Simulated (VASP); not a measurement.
# AgC2 (I4/mmm) in VASP: single point with PBE

Aim: the single point of AgC2 with PBE.

Program: VASP 6.6.1. These are calculated values, not measurements. Logs are shortened: lines on timing, memory, paths and dates and some standing lists are left out, and cuts for length are marked.

**1. The cell of the first run**

The structure is tetragonal, space group I4/mmm (No. 139). Conventional cell: a = 2.513 Å, b = 2.513 Å, c = 9.789 Å, α = 90.00°, β = 90.00°, γ = 90.00°. Within 3.2 Å of Ag (site symmetry 4/mmm) lie 10 C at 2.35 to 3.11 Å and 4 Ag at 2.51 Å. C (site symmetry 4mm) has 4 C at 1.79 Å and 1 Ag at 2.35 Å within 2.4 Å.

The cell was built from a structure type or drawn by symmetry, and may not be a known phase.

**2. Single point, PBE**

Contents of INCAR:

```
  ALGO = Normal
  EDIFF = 1E-6
  ENCUT = 600
  GGA = PE
  GGA_COMPAT = F
  ISIF = 2
  ISMEAR = 0
  LASPH = T
  LCHARG = F
  LREAL = F
  LWAVE = F
  NBANDS = 16
  NELM = 120
  PREC = Accurate
  SIGMA = 0.2
```

Contents of KPOINTS:

```
k-points
0
Gamma
  8 8 8
```

Contents of POSCAR:

```
AgC2
1.0
   -1.2564277972      1.2564277972      4.8942674023
    1.2564277972     -1.2564277972      4.8942674023
    1.2564277972      1.2564277972     -4.8942674023
Ag C
1 2
Direct
    0.0000000000      0.0000000000      0.0000000000
    0.2397627604      0.2397627604      0.0000000000
    0.7602372396      0.7602372396      0.0000000000
```

Potentials or basis: VASP PAW PBE potentials, release 64 (Ag, C).

Run with:

```sh
$ cat potpaw_PBE.64/Ag/POTCAR potpaw_PBE.64/C/POTCAR > POTCAR
$ mpirun -np 1 vasp_std > vasp.out
```

OUTCAR:

```text
EDIFF = 1E-6
   ENCUT = 600
   GGA = PE
   ISIF = 2
   ISMEAR = 0
   LASPH = T
   LREAL = F
   NELM = 120
   PREC = Accurate

 ion  position               nearest neighbor table
   1  0.000  0.000  0.000-   2 2.35   3 2.35
   2  0.240  0.240  0.000-   3 1.79   3 1.79   3 1.79   3 1.79   1 2.35
   3  0.760  0.760  0.000-   2 1.79   2 1.79   2 1.79   2 1.79   1 2.35

  LATTYP: Found a body centered tetragonal cell.
 ALAT       =     2.5128555944
 C/A-ratio  =     3.8953829366

  Lattice vectors:

 A1 = (  -1.2564277972,   1.2564277972,   4.8942674023)
 A2 = (   1.2564277972,  -1.2564277972,   4.8942674023)
 A3 = (   1.2564277972,   1.2564277972,  -4.8942674023)

Analysis of symmetry for initial positions (statically):
=====================================================================
 Subroutine PRICEL returns:
 Original cell was already a primitive cell.

 Routine SETGRP: Setting up the symmetry group for a
 body centered tetragonal supercell.

 Subroutine GETGRP returns: Found 16 space group operations
 (whereof 16 operations were pure point group operations)
 out of a pool of 16 trial point group operations.

The static configuration has the point symmetry D_4h.

Analysis of symmetry for dynamics (positions and initial velocities):
=====================================================================
 Subroutine PRICEL returns:
 Original cell was already a primitive cell.

 Routine SETGRP: Setting up the symmetry group for a
 body centered tetragonal supercell.

 Subroutine GETGRP returns: Found 16 space group operations
 (whereof 16 operations were pure point group operations)
 out of a pool of 16 trial point group operations.

The dynamic configuration has the point symmetry D_4h.

 Subroutine INISYM returns: Found 16 space group operations
 (whereof 16 operations are pure point group operations),
 and found     1 'primitive' translations

----------------------------------------------------------------------------------------

                                     Primitive cell

  volume of cell :      30.9046

  direct lattice vectors                    reciprocal lattice vectors
    -1.256427797  1.256427797  4.894267402     0.000000000  0.397953628  0.102160336
     1.256427797 -1.256427797  4.894267402     0.397953628  0.000000000  0.102160336
     1.256427797  1.256427797 -4.894267402     0.397953628  0.397953628  0.000000000

  length of vectors
     5.206829652  5.206829652  5.206829652     0.410857425  0.410857425  0.562791418

  position of ions in fractional coordinates (direct lattice)
     0.000000000  0.000000000  0.000000000
     0.239762760  0.239762760  0.000000000
     0.760237240  0.760237240  0.000000000

  ion indices of the primitive-cell ions
   primitive index   ion index
                 1           1
                 2           2
                 3           3

----------------------------------------------------------------------------------------

 KPOINTS: k-points

Automatic generation of k-mesh.
 Grid dimensions read from file:
 generate k-points for:    8    8    8

 Generating k-lattice:

  Cartesian coordinates                     Fractional coordinates (reciprocal lattice)
     0.000000000  0.049744203  0.012770042     0.125000000  0.000000000  0.000000000
     0.049744203  0.000000000  0.012770042     0.000000000  0.125000000  0.000000000
     0.049744203  0.049744203  0.000000000     0.000000000  0.000000000  0.125000000

  Length of vectors
     0.051357178  0.051357178  0.070348927

  Shift w.r.t. Gamma in fractional coordinates (k-lattice)
     0.000000000  0.000000000  0.000000000

 Subroutine IBZKPT returns following result:
 ===========================================

 Found     59 irreducible k-points:

 Following reciprocal coordinates:
            Coordinates               Weight
  0.000000  0.000000  0.000000      1.000000
  0.125000  0.000000  0.000000      8.000000
  0.250000  0.000000  0.000000      8.000000
  0.375000 -0.000000  0.000000      8.000000
  0.500000  0.000000  0.000000      4.000000
  0.125000  0.125000  0.000000      8.000000
[... 16 lines left out ...]
  0.250000  0.125000  0.125000     16.000000
  0.375000  0.125000  0.125000      8.000000
 [... further k-points ...]
   k-points           NKPTS =     59   k-points in BZ     NKDIM =     59   number of bands    NBANDS=     16
   number of dos      NEDOS =    301   number of ions     NIONS =      3
   total plane-waves  NPLWV =  74088
   dimension x,y,z NGX =    42 NGY =   42 NGZ =   42
   dimension x,y,z NGXF=    84 NGYF=   84 NGZF=   84
   ions per type =               1   2
   NGX,Y,Z   is equivalent  to a cutoff of  13.41, 13.41, 13.41 a.u.
   NGXF,Y,Z  is equivalent  to a cutoff of  26.82, 26.82, 26.82 a.u.
 SYSTEM =  unknown system
   PREC   = accura    normal or accurate (medium, high low for compatibility)
   ISTART =      0    job   : 0-new  1-cont  2-samecut
   ICHARG =      2    charge: 1-file 2-atom 10-const
   ISPIN  =      1    spin polarized calculation?
   LNONCOLLINEAR =      F non collinear calculations
   LSORBIT =      F    spin-orbit coupling
   LASPH  =      T    aspherical Exc in radial PAW
   ENCUT  =  600.0 eV  44.10 Ry    6.64 a.u.  10.40 10.40 10.40*2*pi/ulx,y,z
   NELM   =    120;   NELMIN=  2; NELMDL= -5     # of ELM steps
   EDIFF  = 0.1E-05   stopping-criterion for ELM
   LREAL  =      F    real-space projection
   EDIFFG = 0.1E-04   stopping-criterion for IOM
   NSW    =      0    number of steps for IOM
   IBRION =     -1    ionic relax: 0-MD 1-quasi-New 2-CG
   NFREE  =      0    steps in history (QN), initial steepest desc. (CG)
   ISIF   =      2    stress and relaxation
   ISYM   =      2    0-nonsym 1-usesym 2-fastsym
   POTIM  = 0.5000    time-step for ionic-motion
   TEBEG  =    0.0;   TEEND  =   0.0 temperature during run
   PSTRESS=    0.0 pullay stress
   NELECT =      19.0000    total number of electrons
   NUPDOWN=      -1.0000    fix difference up-down
   EMIN   =  10.00;   EMAX   =-10.00  energy-range for DOS
   EFERMI =   0.00;   METHOD = LEGACY
   ISMEAR =     0;   SIGMA  =   0.20  broadening in eV -4-tet -1-fermi 0-gaus
   EFERMI_NEDOS =   21; number of points for ismear=-14 and -15
   IALGO  =     38    algorithm
   IMIX   =      4    mixing-type and parameters
     AMIX     =   0.40;   BMIX     =  1.00
     AMIX_MAG =   1.60;   BMIX_MAG =  1.00
  volume/ion in A,a.u.               =      10.30        69.52
  Fermi-wavevector in a.u.,A,eV,Ry     =   1.392040  2.630575 26.365042  1.937776
  Thomas-Fermi vector in A             =   2.515821
   LORBIT       =      0    0 simple, 1 ext, 2 COOP (PROOUT), +10 PAW based schemes
   GGA     = PE    functional components
   LHFCALC =     F    Hartree Fock is set to
   AEXX    =    0.0000 exact exchange contribution
   IVDW    =     0    specifies the selected vdW correction
   LEPSILON=     F    determine dielectric tensor
   LRPA    =     F    only Hartree local field effects (RPA)
 non-spin polarized calculation
 Gauss-broadening in eV      SIGMA  =   0.20
  energy-cutoff  :      600.00
  volume of cell :       30.90
 maximum number of plane-waves:      1047
 NGX is ok and might be reduce to    42
   NGX = 21   NGY = 21   NGZ = 21

 number of electron      19.0000001 magnetization

 Free energy of the ion-electron system (eV)
  ---------------------------------------------------
  ext. energy  EPLUGINS =         0.00000000
  ---------------------------------------------------
  free energy    TOTEN  =       -14.50786881 eV

  energy without entropy =      -14.48125477  energy(sigma->0) =      -14.49456179

 E-fermi :   8.1420     XC(G=0): -12.3732

 val. band max:        8.1049105257   @ k =   0.5000   0.1250   0.0000
 cond. band min:       8.1502560083   @ k =  -0.3750   0.3750   0.1250
 fundamental gap:      0.0453454826
 Fermi energy:         8.1419758665

 k-point     1 :       0.0000    0.0000    0.0000
  band No.  band energies     occupation
      1      -9.2765      2.00000
      2       0.8985      2.00000
      3       0.9537      2.00000
      4       1.0750      2.00000
      5       4.1712      2.00000
      6       4.1712      2.00000
[... 8 lines left out ...]
     15      19.2037      0.00000
     16      20.3255      0.00000

 k-point     2 :       0.1250    0.0000    0.0000
  band No.  band energies     occupation
      1      -8.9763      2.00000
      2       0.9966      2.00000
      3       1.1897      2.00000
      4       1.4675      2.00000
      5       3.3275      2.00000
      6       4.2652      2.00000
[... 8 lines left out ...]
     15      18.9294      0.00000
     16      21.5994      0.00000

 k-point     3 :       0.2500    0.0000    0.0000
  band No.  band energies     occupation
      1      -8.0826      2.00000
      2       0.6996      2.00000
      3       1.2244      2.00000
      4       1.4872      2.00000
      5       2.8166      2.00000
      6       4.0183      2.00000
[... 8 lines left out ...]
     15      18.3025      0.00000
     16      20.3941      0.00000

 k-point     4 :       0.3750   -0.0000    0.0000
  band No.  band energies     occupation
      1      -6.6153      2.00000
      2      -2.1155      2.00000
      3       1.4597      2.00000
      4       1.7352      2.00000
      5       3.4851      2.00000
      6       3.9784      2.00000
[... 8 lines left out ...]
     15      17.2219      0.00000
     16      19.3016      0.00000
[... 324 lines left out ...]
 k-point    22 :       0.1250    0.1250    0.1250
  band No.  band energies     occupation
      1      -6.9145      2.00000
      2       1.6399      2.00000
      3       1.8387      2.00000
      4       2.0884      2.00000
      5       2.6929      2.00000
      6       2.9659      2.00000
[... 8 lines left out ...]
     15      19.8094      0.00000
     16      21.3088      0.00000

 k-point    23 :       0.2500    0.1250    0.1250
  band No.  band energies     occupation
      1      -5.4569      2.00000
      2      -0.9899      2.00000
      3       2.1281      2.00000
      4       2.2018      2.00000
      5       2.9844      2.00000
      6       3.2968      2.00000
[... 8 lines left out ...]
     15      20.0811      0.00000
     16      20.7673      0.00000

 k-point    24 :       0.3750    0.1250    0.1250
  band No.  band energies     occupation
      1      -3.5323      2.00000
      2      -3.3870      2.00000
      3       2.0329      2.00000
      4       2.1344      2.00000
      5       3.1150      2.00000
      6       3.4875      2.00000
[... 8 lines left out ...]
     15      19.4602      0.00000
     16      21.6674      0.00000

 [... further k-points ...]

------------------------ aborting loop because EDIFF is reached ----------------------------------------

  FORCE on cell =-STRESS in cart. coord.  units (eV):
  Direction    XX          YY          ZZ          XY          YZ          ZX
  --------------------------------------------------------------------------------------
  -------------------------------------------------------------------------------------
  Total       -0.1293177     -0.1293177      0.0132244      0.0000000      0.0000000      0.0000000
  in kB       -6.7041810     -6.7041810      0.6855876      0.0000000      0.0000000      0.0000000
  external PRESSURE =      -4.2409248 kB  Pullay stress =       0.0000000 kB

 VOLUME and BASIS-vectors are now :
 -----------------------------------------------------------------------------
  energy-cutoff  :      600.00
  volume of cell :       30.90
      direct lattice vectors                 reciprocal lattice vectors
    -1.256427797  1.256427797  4.894267402     0.000000000  0.397953628  0.102160336
     1.256427797 -1.256427797  4.894267402     0.397953628  0.000000000  0.102160336
     1.256427797  1.256427797 -4.894267402     0.397953628  0.397953628  0.000000000

 POSITION                                       TOTAL-FORCE (eV/Angst)
 -----------------------------------------------------------------------------------
      0.00000      0.00000      0.00000         0.000000      0.000000      0.000000
      0.00000      0.00000      2.34693        -0.000000     -0.000000     -0.011455
      0.00000      0.00000      7.44161        -0.000000     -0.000000      0.011455
 -----------------------------------------------------------------------------------
    total drift:                                0.000000      0.000000     -0.000000

  FREE ENERGIE OF THE ION-ELECTRON SYSTEM (eV)
  ---------------------------------------------------
  free  energy   TOTEN  =       -14.5078688052 eV

  energy  without entropy=      -14.4812547747  energy(sigma->0) =      -14.49456179
```

Run time: 48 s. Hardware: 1 thread of Intel Xeon Platinum 8559C (Emerald Rapids), shared host; peak memory 0.27 GiB.

What came out:

```
Free energy            : -14.5079 eV
Pressure               : -0.4 GPa
Largest force          : 0.011 eV/Å
Band gap on the k mesh : zero (an odd number of electrons rules out a gap without spin polarisation)
```

Forces in eV/Å, atoms in the order of the input:
```
Ag   0.000  0.000  0.000
C    0.000  0.000 -0.011
C    0.000  0.000  0.011
```
